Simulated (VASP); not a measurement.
# Si2Ge (P-6m2) in VASP: notebook

Runs on Si2Ge. Level: PBE. Tasks: relaxation of cell and atoms, single point.

Program: VASP 6.6.1. These are calculated values, not measurements. Logs are shortened: lines on timing, memory, paths and dates and some standing lists are left out, and cuts for length are marked.

### 1 The cell of the first run

Symmetry: P-6m2, No. 187, hexagonal system. Conventional cell: a = 2.892 Å, b = 2.892 Å, c = 13.713 Å, α = 90.00°, β = 90.00°, γ = 120.00°. Within 3.7 Å of Si (site symmetry -6m2) lie 12 Si at 2.83 to 2.89 Å. Si (site symmetry 3m) has 3 Ge at 2.83 Å and 9 Si at 2.83 to 2.89 Å within 3.7 Å. Within 3.7 Å of Si (site symmetry -6m2) lie 6 Ge at 2.83 Å and 6 Si at 2.89 Å. Ge (site symmetry 3m) has 6 Si at 2.83 Å and 6 Ge at 2.89 Å within 3.7 Å.

### 2 Relaxation of cell and atoms, PBE

Input file INCAR:

```
SYSTEM = Si2Ge
  PREC = Accurate
  ENCUT = 600
  EDIFF = 1E-6
  ISMEAR = 0
  SIGMA = 0.1
  LREAL = .FALSE.
  LASPH = .TRUE.
  NELM = 100
  ALGO = Normal
  ISIF = 3
  LWAVE = .FALSE.
  LCHARG = .FALSE.
  GGA = PE
  IBRION = 2
  NSW = 90
  EDIFFG = -0.04
```

Input file KPOINTS:

```
regular mesh
0
G
  6 6 2
  0 0 0
```

Input file POSCAR:

```
Si2Ge
1.0
    2.8924087400      0.0000000000      0.0000000000
   -1.4462043700      2.5048994500      0.0000000000
    0.0000000000      0.0000000000     13.7129361600
Si Ge
4 2
Direct
    0.3333333300      0.6666666700      0.0000000000
    0.6666666700      0.3333333300      0.8333333300
    0.6666666700      0.3333333300      0.1666666700
    0.6666666700      0.3333333300      0.5000000000
    0.3333333300      0.6666666700      0.6666666700
    0.3333333300      0.6666666700      0.3333333300
```

Potentials or basis: VASP PAW PBE potentials, release 64 (Si, Ge_d).

Run with:

```bash
$ cat potpaw_PBE.64/Si/POTCAR potpaw_PBE.64/Ge_d/POTCAR > POTCAR
$ mpirun -np 1 vasp_std > vasp.out
```

OUTCAR:

```text
SYSTEM = Si2Ge
   PREC = Accurate
   ENCUT = 600
   EDIFF = 1E-6
   ISMEAR = 0
   LREAL = .FALSE.
   LASPH = .TRUE.
   NELM = 100
   ISIF = 3
   GGA = PE
   IBRION = 2
   NSW = 90
   EDIFFG = -0.04

 ion  position               nearest neighbor table
   1  0.333  0.667  0.000-   2 2.83   3 2.83   2 2.83   3 2.83   2 2.83   3 2.83
   2  0.667  0.333  0.833-   5 2.83   5 2.83   5 2.83   1 2.83   1 2.83   1 2.83
   3  0.667  0.333  0.167-   6 2.83   6 2.83   6 2.83   1 2.83   1 2.83   1 2.83
   4  0.667  0.333  0.500-   5 2.83   6 2.83   5 2.83   6 2.83   5 2.83   6 2.83
   5  0.333  0.667  0.667-   2 2.83   2 2.83   2 2.83   4 2.83   4 2.83   4 2.83
   6  0.333  0.667  0.333-   3 2.83   3 2.83   3 2.83   4 2.83   4 2.83   4 2.83

  LATTYP: Found a hexagonal cell.
 ALAT       =     2.8924087400
 C/A-ratio  =     4.7410091009

  Lattice vectors:

 A1 = (   2.8924087400,   0.0000000000,   0.0000000000)
 A2 = (  -1.4462043700,   2.5048994500,   0.0000000000)
 A3 = (   0.0000000000,   0.0000000000,  13.7129361600)

Analysis of symmetry for initial positions (statically):
=====================================================================
 Subroutine PRICEL returns:
 Original cell was already a primitive cell.

 Routine SETGRP: Setting up the symmetry group for a
 hexagonal supercell.

 Subroutine GETGRP returns: Found 12 space group operations
 (whereof 12 operations were pure point group operations)
 out of a pool of 24 trial point group operations.

The static configuration has the point symmetry D_3h.

Analysis of symmetry for dynamics (positions and initial velocities):
=====================================================================
 Subroutine PRICEL returns:
 Original cell was already a primitive cell.

 Routine SETGRP: Setting up the symmetry group for a
 hexagonal supercell.

 Subroutine GETGRP returns: Found 12 space group operations
 (whereof 12 operations were pure point group operations)
 out of a pool of 24 trial point group operations.

The dynamic configuration has the point symmetry D_3h.

 Subroutine INISYM returns: Found 12 space group operations
 (whereof 12 operations are pure point group operations),
 and found     1 'primitive' translations

----------------------------------------------------------------------------------------

                                     Primitive cell

  volume of cell :      99.3529

  direct lattice vectors                    reciprocal lattice vectors
     2.892408740  0.000000000  0.000000000     0.345732602  0.199608811  0.000000000
    -1.446204370  2.504899450  0.000000000     0.000000000  0.399217621  0.000000000
     0.000000000  0.000000000 13.712936160     0.000000000  0.000000000  0.072923843

  length of vectors
     2.892408740  2.892408743 13.712936160     0.399217622  0.399217621  0.072923843

  position of ions in fractional coordinates (direct lattice)
     0.333333330  0.666666670  0.000000000
     0.666666670  0.333333330  0.833333330
     0.666666670  0.333333330  0.166666670
     0.666666670  0.333333330  0.500000000
     0.333333330  0.666666670  0.666666670
     0.333333330  0.666666670  0.333333330

  ion indices of the primitive-cell ions
   primitive index   ion index
                 1           1
                 2           2
                 3           3
                 4           4
                 5           5
                 6           6

----------------------------------------------------------------------------------------

 KPOINTS: regular mesh

Automatic generation of k-mesh.
 Grid dimensions read from file:
 generate k-points for:    6    6    2

 Generating k-lattice:

  Cartesian coordinates                     Fractional coordinates (reciprocal lattice)
     0.057622100  0.033268135  0.000000000     0.166666667  0.000000000  0.000000000
     0.000000000  0.066536270  0.000000000     0.000000000  0.166666667  0.000000000
     0.000000000  0.000000000  0.036461921     0.000000000  0.000000000  0.500000000

  Length of vectors
     0.066536270  0.066536270  0.036461921

  Shift w.r.t. Gamma in fractional coordinates (k-lattice)
     0.000000000  0.000000000  0.000000000

 Subroutine IBZKPT returns following result:
 ===========================================

 Found     14 irreducible k-points:

 Following reciprocal coordinates:
            Coordinates               Weight
  0.000000  0.000000  0.000000      1.000000
  0.166667  0.000000  0.000000      6.000000
  0.333333  0.000000  0.000000      6.000000
  0.500000  0.000000  0.000000      3.000000
  0.166667  0.166667  0.000000      6.000000
  0.333333  0.166667  0.000000     12.000000
  0.333333  0.333333  0.000000      2.000000
  0.000000  0.000000  0.500000      1.000000
  0.166667  0.000000  0.500000      6.000000
  0.333333  0.000000  0.500000      6.000000
  0.500000  0.000000  0.500000      3.000000
  0.166667  0.166667  0.500000      6.000000
  0.333333  0.166667  0.500000     12.000000
  0.333333  0.333333  0.500000      2.000000
   k-points           NKPTS =     14   k-points in BZ     NKDIM =     14   number of bands    NBANDS=     26
   number of dos      NEDOS =    301   number of ions     NIONS =      6
   total plane-waves  NPLWV =  64512
   dimension x,y,z NGX =    24 NGY =   24 NGZ =  112
   dimension x,y,z NGXF=    48 NGYF=   48 NGZF=  224
   ions per type =               4   2
   NGX,Y,Z   is equivalent  to a cutoff of  13.79, 13.79, 13.58 a.u.
   NGXF,Y,Z  is equivalent  to a cutoff of  27.59, 27.59, 27.16 a.u.
 SYSTEM =  Si2Ge
   PREC   = accura    normal or accurate (medium, high low for compatibility)
   ISTART =      0    job   : 0-new  1-cont  2-samecut
   ICHARG =      2    charge: 1-file 2-atom 10-const
   ISPIN  =      1    spin polarized calculation?
   LNONCOLLINEAR =      F non collinear calculations
   LSORBIT =      F    spin-orbit coupling
   LASPH  =      T    aspherical Exc in radial PAW
   ENCUT  =  600.0 eV  44.10 Ry    6.64 a.u.   5.78  5.78 27.39*2*pi/ulx,y,z
   NELM   =    100;   NELMIN=  2; NELMDL= -5     # of ELM steps
   EDIFF  = 0.1E-05   stopping-criterion for ELM
   LREAL  =      F    real-space projection
   EDIFFG = -.4E-01   stopping-criterion for IOM
   NSW    =     90    number of steps for IOM
   IBRION =      2    ionic relax: 0-MD 1-quasi-New 2-CG
   NFREE  =      1    steps in history (QN), initial steepest desc. (CG)
   ISIF   =      3    stress and relaxation
   ISYM   =      2    0-nonsym 1-usesym 2-fastsym
   POTIM  = 0.5000    time-step for ionic-motion
   TEBEG  =    0.0;   TEEND  =   0.0 temperature during run
   PSTRESS=    0.0 pullay stress
   NELECT =      44.0000    total number of electrons
   NUPDOWN=      -1.0000    fix difference up-down
   EMIN   =  10.00;   EMAX   =-10.00  energy-range for DOS
   EFERMI =   0.00;   METHOD = LEGACY
   ISMEAR =     0;   SIGMA  =   0.10  broadening in eV -4-tet -1-fermi 0-gaus
   EFERMI_NEDOS =   21; number of points for ismear=-14 and -15
   IALGO  =     38    algorithm
   IMIX   =      4    mixing-type and parameters
     AMIX     =   0.40;   BMIX     =  1.00
     AMIX_MAG =   1.60;   BMIX_MAG =  1.00
  volume/ion in A,a.u.               =      16.56       111.74
  Fermi-wavevector in a.u.,A,eV,Ry     =   1.247859  2.358112 21.186347  1.557153
  Thomas-Fermi vector in A             =   2.381972
   LORBIT       =      0    0 simple, 1 ext, 2 COOP (PROOUT), +10 PAW based schemes
   GGA     = PE    functional components
   LHFCALC =     F    Hartree Fock is set to
   AEXX    =    0.0000 exact exchange contribution
   IVDW    =     0    specifies the selected vdW correction
   LEPSILON=     F    determine dielectric tensor
   LRPA    =     F    only Hartree local field effects (RPA)
 conjugate gradient relaxation of ions
 non-spin polarized calculation
 Gauss-broadening in eV      SIGMA  =   0.10
  energy-cutoff  :      600.00
  volume of cell :       99.35
 maximum number of plane-waves:      3340
 NGX is ok and might be reduce to    24
   NGX = 11   NGY = 11   NGZ = 55

--------------------------------------- Ionic step        1  -------------------------------------------

 number of electron      43.9999996 magnetization

 Free energy of the ion-electron system (eV)
  ---------------------------------------------------
  ext. energy  EPLUGINS =         0.00000000
  ---------------------------------------------------
  free energy    TOTEN  =       -27.33076038 eV

  energy without entropy =      -27.32564013  energy(sigma->0) =      -27.32820025

------------------------ aborting loop because EDIFF is reached ----------------------------------------

  FORCE on cell =-STRESS in cart. coord.  units (eV):
  Direction    XX          YY          ZZ          XY          YZ          ZX
  --------------------------------------------------------------------------------------
  -------------------------------------------------------------------------------------
  Total        1.0322354      1.0322354     -2.9676387      0.0000000      0.0000000      0.0000000
  in kB       16.6459619     16.6459619    -47.8565287      0.0000000      0.0000000      0.0000000
  external PRESSURE =      -4.8548683 kB  Pullay stress =       0.0000000 kB
[... 101 lines left out ...]
  FREE ENERGIE OF THE ION-ELECTRON SYSTEM (eV)
  ---------------------------------------------------
  free  energy   TOTEN  =       -27.4623734645 eV

  energy  without entropy=      -27.4515163133  energy(sigma->0) =      -27.45694489

[... ionic steps 4 to 10 ...]

--------------------------------------- Ionic step       11  -------------------------------------------

 number of electron      43.9999985 magnetization

------------------------ aborting loop because EDIFF is reached ----------------------------------------

  FORCE on cell =-STRESS in cart. coord.  units (eV):
  Direction    XX          YY          ZZ          XY          YZ          ZX
  --------------------------------------------------------------------------------------
  -------------------------------------------------------------------------------------
  Total       -0.2578323     -0.2578323     -0.1016438      0.0000000     -0.0000000     -0.0000000
  in kB       -4.1105078     -4.1105078     -1.6204634      0.0000000     -0.0000000     -0.0000000
  external PRESSURE =      -3.2804930 kB  Pullay stress =       0.0000000 kB
[... 65 lines left out ...]
  energy  without entropy=      -27.4919411682  energy(sigma->0) =      -27.49640823

--------------------------------------- Ionic step       13  -------------------------------------------

 number of electron      43.9999988 magnetization

 Free energy of the ion-electron system (eV)
  ---------------------------------------------------
  ext. energy  EPLUGINS =         0.00000000
  ---------------------------------------------------
  free energy    TOTEN  =       -27.50186769 eV

  energy without entropy =      -27.49285313  energy(sigma->0) =      -27.49736041

 E-fermi :   8.1505     XC(G=0): -11.0449

 val. band max:        8.0583312761   @ k =   0.1667   0.1667   0.5000
 cond. band min:       8.2609443356   @ k =   0.5000   0.0000   0.0000
 fundamental gap:      0.2026130595
 Fermi energy:         8.1504721191

 k-point     1 :       0.0000    0.0000    0.0000
  band No.  band energies     occupation
      1     -16.4274      2.00000
      2     -16.4274      2.00000
      3     -16.4273      2.00000
      4     -16.4273      2.00000
      5     -16.4171      2.00000
      6     -16.4147      2.00000
[... 428 lines left out ...]
  FREE ENERGIE OF THE ION-ELECTRON SYSTEM (eV)
  ---------------------------------------------------
  free  energy   TOTEN  =       -27.5018676886 eV

  energy  without entropy=      -27.4928531284  energy(sigma->0) =      -27.49736041

 reached required accuracy - stopping structural energy minimisation
```

Wall time 3.3 min (1 thread of Intel Xeon 6975P-C (Granite Rapids), shared host); peak memory 0.26 GiB.

What came out:

| Property | Result |
| --- | --- |
| Free energy | -27.5019 eV |
| Relaxed volume | 16.64 Å³/atom |
| Relaxed cell | a = 3.076 Å, b = 3.076 Å, c = 12.184 Å, α = 90.00°, β = 90.00°, γ = 120.00° |
| Space group after relaxing (to 0.05 Å) | P-6m2 (No. 187) |
| Energy gained by relaxing | 28.5 meV/atom |
| Ionic steps | 13 |
| Pressure after relaxing | 0.1 GPa |
| Largest force after relaxing | 0.036 eV/Å |

Forces in eV/Å, atoms in the order of the input:
```
Si   0.000  0.000  0.000
Si   0.000  0.000  0.036
Si   0.000  0.000 -0.036
Si   0.000  0.000  0.000
Ge   0.000  0.000  0.009
Ge   0.000  0.000 -0.009
```

Stress tensor (GPa, compression positive):
```
0.08 0.00 0.00
0.00 0.08 0.00
0.00 0.00 0.18
```

Step by step:
```tsv
step	energy change (eV)	largest force (eV/Å)	pressure (GPa)	volume (Å³)
1	0.0000	0.4928	-0.49	99.35
2	-0.0660	0.5509	0.24	98.60
3	-0.1316	0.4935	0.55	97.67
4	-0.0753	0.3734	2.77	95.54
5	-0.1446	0.3021	0.43	99.14
6	-0.1457	0.2523	-0.93	101.91
7	-0.1536	0.2766	-0.27	100.65
8	-0.1536	0.2798	-0.21	100.53
9	-0.1623	0.1875	-0.14	100.52
10	-0.1660	0.0624	0.00	100.51
11	-0.1700	0.0601	-0.33	100.50
12	-0.1701	0.0712	-0.29	100.49
13	-0.1711	0.0364	0.11	99.82
```

Final structure:
```xyz
6
Lattice="3.0758 0.0000 0.0000 -1.5379 2.6637 0.0000 0.0000 0.0000 12.1838" Properties=species:S:1:pos:R:3 pbc="T T T"
Si    0.0000    1.7758   12.1838
Si    1.5379    0.8879   10.3028
Si    1.5379    0.8879    1.8809
Si    1.5379    0.8879    6.0919
Ge    0.0000    1.7758    8.2190
Ge    0.0000    1.7758    3.9648
```

Caveat: the k points lie up to 0.39 Å⁻¹ apart in the final cell; the bands computed are all filled at some k points, so no gap is given.

### 3 Single point, PBE

This run uses another cell than the first one, of 16.25 Å³/atom, 0.981 times its volume.

Input file INCAR:

```
SYSTEM = Si2Ge
PREC = Accurate
ENCUT = 520
EDIFF = 1E-7
ISMEAR = 0
SIGMA = 0.1
LREAL = .False.
LASPH = .True.
NELM = 60
ALGO = Normal
ISIF = 2
LWAVE = .False.
LCHARG = .True.
GGA = PE
LELF = .True.
LVHAR = .True.
NBANDS = 31
```

Input file KPOINTS:

```
regular mesh
0
Gamma
  18 18 4
  0 0 0
```

Input file POSCAR:

```
Si2Ge
1.0
    2.8188518990      0.0000000000      0.0000000000
   -1.4094259495      2.4411973541      0.0000000000
    0.0000000000      0.0000000000     14.1691927446
Si Ge
4 2
Direct
    0.3333333333      0.6666666667      0.0000000000
    0.6666666667      0.3333333333      0.8476895435
    0.6666666667      0.3333333333      0.1523104565
    0.6666666667      0.3333333333      0.5000000000
    0.3333333333      0.6666666667      0.6723709670
    0.3333333333      0.6666666667      0.3276290330
```

Potentials or basis: VASP PAW PBE potentials, release 64 (Si, Ge_d).

Run with:

```bash
$ cat potpaw_PBE.64/Si/POTCAR potpaw_PBE.64/Ge_d/POTCAR > POTCAR
$ mpirun -np 1 vasp_std > vasp.out
```

Wall time 3.8 min (1 thread of Intel Xeon 6975P-C (Granite Rapids), shared host); peak memory 0.42 GiB.

Results (log left out):

| Property | Result |
| --- | --- |
| Free energy | -27.6813 eV |
| Pressure | 0.0 GPa |
| Largest force | 0.008 eV/Å |
| Band gap on the k mesh | zero (band 22 reaches 15.94 eV, above the bottom of band 23 at 5.79 eV) |

Forces on the atoms (eV/Å):
```
Si   0.000  0.000  0.000
Si   0.000  0.000  0.002
Si   0.000  0.000 -0.002
Si   0.000  0.000  0.000
Ge   0.000  0.000  0.008
Ge   0.000  0.000 -0.008
```

Levels at points of the mesh, in eV from the Fermi level:
| k point | band 18 | band 19 | band 20 | band 21 | band 22 | band 23 | band 24 | band 25 | band 26 | band 27 |
| --- | --- | --- | --- | --- | --- | --- | --- | --- | --- | --- |
| (0.00, 0.00, 0.00) | -2.23 | -1.88 | 3.88 | 4.16 | 7.33 | 7.33 | 8.47 | 8.47 | 8.47 | 8.47 |
| (0.50, 0.00, 0.00) | -4.88 | -4.54 | -4.08 | -1.97 | -1.75 | -1.22 | 0.64 | 2.76 | 2.84 | 3.32 |
| (0.00, 0.00, 0.50) | -4.49 | 0.75 | 0.98 | 6.82 | 7.33 | 7.33 | 7.82 | 8.28 | 8.28 | 8.75 |
| (0.50, 0.00, 0.50) | -5.45 | -3.95 | -3.20 | -3.13 | -2.50 | 0.39 | 0.87 | 1.73 | 2.21 | 2.86 |
